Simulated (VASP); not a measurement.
# Fe (Fm-3m) in VASP: further runs, part 2 of 2

VASP 6.6.1. Earlier steps stand in the parts before.

### Step 3. Single point, PBE, collinear spin, ferromagnetic start (11.11 Å³/atom)

This run uses another cell than the first one, of 11.11 Å³/atom.

File INCAR:

```
SYSTEM = Fe
  PREC = Accurate
  ENCUT = 520
  EDIFF = 1E-6
  ISMEAR = -1
  SIGMA = 0.05
  LREAL = .False.
  LASPH = .True.
  NELM = 150
  ALGO = Normal
  ISIF = 2
  LWAVE = .False.
  LCHARG = .True.
  ISPIN = 2
  MAGMOM = 2.618
  LORBIT = 11
  LMAXMIX = 4
  GGA = PE
  LELF = .True.
  LVHAR = .True.
  NBANDS = 14
```

File KPOINTS:

```
Automatic mesh
0
Gamma
  17 17 17
  0 0 0
```

File POSCAR:

```
Fe
1.0
    0.0000000000      1.7709478508      1.7709478508
    1.7709478508      0.0000000000      1.7709478508
    1.7709478508      1.7709478508      0.0000000000
Fe
1
Direct
    0.0000000000      0.0000000000      0.0000000000
```

Potentials or basis: VASP PAW PBE potentials, release 64 (Fe).

Launch:

```bash
$ cat potpaw_PBE.64/Fe/POTCAR > POTCAR
$ mpirun -np 1 vasp_std > vasp.out
```

OUTCAR:

```text
SYSTEM = Fe
   PREC = Accurate
   ENCUT = 520
   EDIFF = 1E-6
   ISMEAR = -1
   LREAL = .False.
   LASPH = .True.
   NELM = 150
   ISIF = 2
   ISPIN = 2
   LORBIT = 11
   GGA = PE

 ion  position               nearest neighbor table
   1  0.000  0.000  0.000-

  LATTYP: Found a face centered cubic cell.
 ALAT       =     3.5418957016

  Lattice vectors:

 A1 = (   0.0000000000,   1.7709478508,   1.7709478508)
 A2 = (   1.7709478508,   0.0000000000,   1.7709478508)
 A3 = (   1.7709478508,   1.7709478508,   0.0000000000)

Analysis of symmetry for initial positions (statically):
=====================================================================
 Subroutine PRICEL returns:
 Original cell was already a primitive cell.

 Routine SETGRP: Setting up the symmetry group for a
 face centered cubic supercell.

 Subroutine GETGRP returns: Found 48 space group operations
 (whereof 48 operations were pure point group operations)
 out of a pool of 48 trial point group operations.

The static configuration has the point symmetry O_h .

Analysis of symmetry for dynamics (positions and initial velocities):
=====================================================================
 Subroutine PRICEL returns:
 Original cell was already a primitive cell.

 Routine SETGRP: Setting up the symmetry group for a
 face centered cubic supercell.

 Subroutine GETGRP returns: Found 48 space group operations
 (whereof 48 operations were pure point group operations)
 out of a pool of 48 trial point group operations.

The dynamic configuration has the point symmetry O_h .

Analysis of structural, dynamic, and magnetic symmetry:
=====================================================================
 Subroutine PRICEL returns:
 Original cell was already a primitive cell.

 Routine SETGRP: Setting up the symmetry group for a
 face centered cubic supercell.

 Subroutine GETGRP returns: Found 48 space group operations
 (whereof 48 operations were pure point group operations)
 out of a pool of 48 trial point group operations.

The overall configuration has the point symmetry O_h .

 Subroutine INISYM returns: Found 48 space group operations
 (whereof 48 operations are pure point group operations),
 and found     1 'primitive' translations

----------------------------------------------------------------------------------------

                                     Primitive cell

  volume of cell :      11.1083

  direct lattice vectors                    reciprocal lattice vectors
     0.000000000  1.770947851  1.770947851    -0.282334683  0.282334683  0.282334683
     1.770947851  0.000000000  1.770947851     0.282334683 -0.282334683  0.282334683
     1.770947851  1.770947851  0.000000000     0.282334683  0.282334683 -0.282334683

  length of vectors
     2.504498469  2.504498469  2.504498469     0.489018016  0.489018016  0.489018016

  position of ions in fractional coordinates (direct lattice)
     0.000000000  0.000000000  0.000000000

  ion indices of the primitive-cell ions
   primitive index   ion index
                 1           1

----------------------------------------------------------------------------------------

 KPOINTS: Automatic mesh

Automatic generation of k-mesh.
 Grid dimensions read from file:
[... 72 lines left out ...]
   ISYM   =      2    0-nonsym 1-usesym 2-fastsym
   POTIM  = 0.5000    time-step for ionic-motion
   TEBEG  =    0.0;   TEEND  =   0.0 temperature during run
   PSTRESS=    0.0 pullay stress
   NELECT =       8.0000    total number of electrons
   NUPDOWN=      -1.0000    fix difference up-down
   EMIN   =  10.00;   EMAX   =-10.00  energy-range for DOS
   EFERMI =   0.00;   METHOD = LEGACY
   ISMEAR =    -1;   SIGMA  =   0.05  broadening in eV -4-tet -1-fermi 0-gaus
   EFERMI_NEDOS =   21; number of points for ismear=-14 and -15
   IALGO  =     38    algorithm
   IMIX   =      4    mixing-type and parameters
     AMIX     =   0.40;   BMIX     =  1.00
     AMIX_MAG =   1.60;   BMIX_MAG =  1.00
  volume/ion in A,a.u.               =      11.11        74.96
  Fermi-wavevector in a.u.,A,eV,Ry     =   1.467424  2.773030 29.297891  2.153334
  Thomas-Fermi vector in A             =   2.583044
   LORBIT       =     11    0 simple, 1 ext, 2 COOP (PROOUT), +10 PAW based schemes
   GGA     = PE    functional components
   LHFCALC =     F    Hartree Fock is set to
   AEXX    =    0.0000 exact exchange contribution
   IVDW    =     0    specifies the selected vdW correction
   LEPSILON=     F    determine dielectric tensor
   LRPA    =     F    only Hartree local field effects (RPA)
 spin polarized calculation
  energy-cutoff  :      520.00
  volume of cell :       11.11
 maximum number of plane-waves:       310
   NGX =  9   NGY =  9   NGZ =  9

 number of electron       7.9999994 magnetization       1.2475752

 Free energy of the ion-electron system (eV)
  ---------------------------------------------------
  ext. energy  EPLUGINS =         0.00000000
  ---------------------------------------------------
  free energy    TOTEN  =        -8.08321479 eV

  energy without entropy =       -8.06932342  energy(sigma->0) =       -8.07626910

 E-fermi :   6.0387     XC(G=0): -13.2757

 val. band max:        6.0322165394   @ k =  -0.2941   0.2353   0.0588
 cond. band min:       6.0416163083   @ k =   0.3529   0.1176   0.0588
 fundamental gap:      0.0093997689
 Fermi energy:         6.0387482956

 spin component 1

 k-point     1 :       0.0000    0.0000    0.0000
  band No.  band energies     occupation
      1      -2.4971      1.00000
      2       4.1196      1.00000
      3       4.1196      1.00000
      4       4.1196      1.00000
      5       5.0703      1.00000
      6       5.0703      1.00000
      7      28.6593      0.00000
      8      33.3367      0.00000
      9      33.3367      0.00000
     10      33.3367      0.00000
     11      36.5358      0.00000
     12      36.5358      0.00000
     13      36.5358      0.00000
     14      38.7098      0.00000
[... 379 lines left out ...]
      3       4.2997      1.00000
      4       4.3176      1.00000
      5       4.8966      1.00000
      6       5.1565      1.00000
      7      26.4147      0.00000
      8      28.7814      0.00000
      9      31.9410      0.00000
     10      33.9908      0.00000
     11      35.8859      0.00000
     12      36.9871      0.00000
     13      40.1479      0.00000
     14      41.1577      0.00000

 [... further k-points ...]

 spin component 2

 k-point     1 :       0.0000    0.0000    0.0000
  band No.  band energies     occupation
      1      -2.3824      1.00000
      2       5.0342      1.00000
      3       5.0343      1.00000
      4       5.0343      1.00000
      5       6.9056      0.00000
      6       6.9057      0.00000
      7      28.4489      0.00000
      8      33.6311      0.00000
      9      33.6311      0.00000
     10      33.6311      0.00000
     11      36.8029      0.00000
     12      36.8029      0.00000
     13      36.8029      0.00000
     14      38.3032      0.00000
[... 379 lines left out ...]
      3       5.2545      1.00000
      4       5.2682      1.00000
      5       6.6903      0.00000
      6       6.9377      0.00000
      7      26.5685      0.00000
      8      28.9016      0.00000
      9      32.1400      0.00000
     10      34.3060      0.00000
     11      35.9018      0.00000
     12      37.2237      0.00000
     13      40.2288      0.00000
     14      41.7494      0.00000

 [... further k-points ...]

------------------------ aborting loop because EDIFF is reached ----------------------------------------

  FORCE on cell =-STRESS in cart. coord.  units (eV):
  Direction    XX          YY          ZZ          XY          YZ          ZX
  --------------------------------------------------------------------------------------
  -------------------------------------------------------------------------------------
  Total       -0.6580191     -0.6580191     -0.6580191      0.0000000     -0.0000000     -0.0000000
  in kB      -94.9077703    -94.9077703    -94.9077703      0.0000000     -0.0000000     -0.0000000
  external PRESSURE =     -94.9077703 kB  Pullay stress =       0.0000000 kB

 VOLUME and BASIS-vectors are now :
 -----------------------------------------------------------------------------
  energy-cutoff  :      520.00
  volume of cell :       11.11
      direct lattice vectors                 reciprocal lattice vectors
     0.000000000  1.770947851  1.770947851    -0.282334683  0.282334683  0.282334683
     1.770947851  0.000000000  1.770947851     0.282334683 -0.282334683  0.282334683
     1.770947851  1.770947851  0.000000000     0.282334683  0.282334683 -0.282334683

 POSITION                                       TOTAL-FORCE (eV/Angst)
 -----------------------------------------------------------------------------------
      0.00000      0.00000      0.00000         0.000000      0.000000      0.000000
 -----------------------------------------------------------------------------------
    total drift:                                0.000000     -0.000000      0.000000

  FREE ENERGIE OF THE ION-ELECTRON SYSTEM (eV)
  ---------------------------------------------------
  free  energy   TOTEN  =        -8.0832147907 eV

  energy  without entropy=       -8.0693234178  energy(sigma->0) =       -8.07626910

 total charge

# of ion       s       p       d       tot
------------------------------------------
    1        0.498   0.556   6.255   7.310

 magnetization (x)

# of ion       s       p       d       tot
------------------------------------------
    1       -0.008  -0.026   1.275   1.241
```

It took 50 s on 1 thread of Intel Xeon Platinum 8488C (Sapphire Rapids), shared host; peak memory 0.15 GiB.

Results:

| Quantity | Value |
| --- | --- |
| Free energy | -8.0832 eV |
| Pressure | -9.5 GPa |
| Net moment | 1.25 μB per cell |
| Site moments | Fe +1.24 μB |
| Valence electrons inside the program's atomic spheres | Fe 7.31 |

Caveat: the cell stands under tension.

### Step 4. Single point, PBE, collinear spin, ferromagnetic start (11.59 Å³/atom)

This run uses another cell than the first one, of 11.59 Å³/atom.

File INCAR:

```
SYSTEM = Fe
ALGO = Normal
EDIFF = 1E-6
ENCUT = 520
GGA = PE
ISIF = 2
ISMEAR = -1
ISPIN = 2
LASPH = .TRUE.
LCHARG = .FALSE.
LMAXMIX = 4
LORBIT = 11
LREAL = .FALSE.
LWAVE = .FALSE.
MAGMOM = 2.618
NBANDS = 14
NELM = 150
PREC = Accurate
SIGMA = 0.05
```

File KPOINTS:

```
k-points
0
G
  17 17 17
  0 0 0
```

File POSCAR:

```
Fe
1.0
    0.0000000000      1.7962505244      1.7962505244
    1.7962505244      0.0000000000      1.7962505244
    1.7962505244      1.7962505244      0.0000000000
Fe
1
Direct
    0.0000000000      0.0000000000      0.0000000000
```

Launch:

```bash
$ cat potpaw_PBE.64/Fe/POTCAR > POTCAR
$ mpirun -np 1 vasp_std > vasp.out
```

Wall time 2.7 min (1 thread of Intel Xeon Platinum 8488C (Sapphire Rapids), shared host); peak memory 0.16 GiB.

It converged, with:

* Free energy: -8.0820 eV
* Pressure: 5.5 GPa
* Net moment: 2.49 μB per cell
* Site moments: Fe +2.49 μB
* Valence electrons inside the program's atomic spheres: Fe 7.23

Levels at points of the mesh, in eV from the Fermi level:
Spin up:
```tsv
k point	band 1	band 2	band 3	band 4	band 5	band 6	band 7	band 8	band 9	band 10
(0.00, 0.00, 0.00)	-8.51	-2.40	-2.40	-2.40	-1.36	-1.36	22.14	26.44	26.44	26.44
```
Spin down:
```csv
k point,band 1,band 2,band 3,band 4,band 5,band 6,band 7
"(0.00, 0.00, 0.00)",-8.27,-0.13,-0.13,-0.13,1.53,1.53,21.78
```

Caveat: the cell stands under pressure.

### Step 5. Single point, PBE, collinear spin, ferromagnetic start (12.07 Å³/atom)

This run uses another cell than the first one, of 12.07 Å³/atom.

File INCAR:

```
ALGO = Normal ; EDIFF = 1E-6
ENCUT = 520 ; GGA = PE
ISIF = 2 ; ISMEAR = -1
ISPIN = 2 ; LASPH = True
LCHARG = False ; LMAXMIX = 4
LORBIT = 11 ; LREAL = False
LWAVE = False ; MAGMOM = 2.618
NBANDS = 14 ; NELM = 150
PREC = Accurate ; SIGMA = 0.05
```

File KPOINTS:

```
k-points
0
Gamma
  17 17 17
```

File POSCAR:

```
Fe
1.0
    0.0000000000      1.8208597540      1.8208597540
    1.8208597540      0.0000000000      1.8208597540
    1.8208597540      1.8208597540      0.0000000000
Fe
1
Direct
    0.0000000000      0.0000000000      0.0000000000
```

Launch:

```bash
$ cat potpaw_PBE.64/Fe/POTCAR > POTCAR
$ mpirun -np 1 vasp_std > vasp.out
```

Wall time 89 s (1 thread of Intel Xeon Platinum 8488C (Sapphire Rapids), shared host); peak memory 0.16 GiB.

It converged, with:

| Quantity | Value |
| --- | --- |
| Free energy | -8.0882 eV |
| Pressure | -0.8 GPa |
| Net moment | 2.58 μB per cell |
| Site moments | Fe +2.58 μB |
| Valence electrons inside the program's atomic spheres | Fe 7.15 |

Levels at points of the mesh, in eV from the Fermi level:
Spin up:
```tsv
k point	band 2	band 3	band 4	band 5	band 6	band 7	band 8	band 9
(0.00, 0.00, 0.00)	-2.44	-2.44	-2.44	-1.47	-1.47	21.74	25.74	25.74
```
Spin down:
```tsv
k point	band 1	band 2	band 3	band 4	band 5	band 6	band 7
(0.00, 0.00, 0.00)	-8.12	-0.08	-0.08	-0.08	1.51	1.51	21.36
```

### Step 6. Overview

| cell | gap on the mesh (eV) | pressure (GPa) | moment (μB) |
| --- | --- | --- | --- |
| a = 2.468 Å, angles 60.0°, 1 atom | none | -2.0 | 1.04 |
| a = 2.504 Å, angles 60.0°, 1 atom | none | -9.5 | 1.25 |
| a = 2.540 Å, angles 60.0°, 1 atom | none | 5.5 | 2.49 |
| a = 2.575 Å, angles 60.0°, 1 atom | none | -0.8 | 2.58 |

Alike in all rows: task single point; level PBE; potentials or basis VASP PAW PBE potentials, release 64 (Fe); spin collinear, ferromagnetic start; k mesh 17 × 17 × 17; cutoff (eV) 520; smearing fermi-dirac 0.05 eV.

Caveats: the cell stands under tension (at least some runs); the cell stands under pressure (at least some runs).

Total energies depend on the potentials used, so only differences within one code and one set of settings carry meaning.
